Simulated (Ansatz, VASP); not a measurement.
# PbS: VASP beside Ansatz

```
Pb S
1.0
     2.06270    1.19090    3.86497
    -2.06270    1.19090    3.86497
     0.00000   -2.38180    3.86497
Pb S
1 1
Direct
  0.97815 0.97815 0.97815
  0.47745 0.47745 0.47745
```

Alike in both runs: task single point; functional r2SCAN; k mesh 9 × 9 × 9; occupations gaussian, width 0.05 eV; no spin polarisation.

```csv
,VASP,Ansatz
version,VASP 6.6.1,Ansatz 0.2.0
potentials or method,"VASP PAW PBE potentials, release 64 (Pb_d, S), cutoff 520 eV","scalar-relativistic, plane waves, PAW"
valence electrons in the cell,20,20
```

Ansatz gave:

| Property | Result |
| --- | --- |
| pressure (GPa) | -3.6 |
| traceless stress, the component that is largest in VASP (GPa) | -4.63 |
| rms of the force components (eV/Å) | 0.009 |

Task: Estimate VASP's values.

Result: Pressure (GPa): -3.7; traceless stress, the component that is largest in VASP (GPa): -4.63; rms of the force components (eV/Å): 0.009.

VASP's potentials were made for PBE, not for r2SCAN. Atom by atom the forces differ by 0.000 eV/Å (rms over components). With one functional, cell and mesh, what is left measures potentials, basis and numerics.

Neither program's run includes spin-orbit coupling.
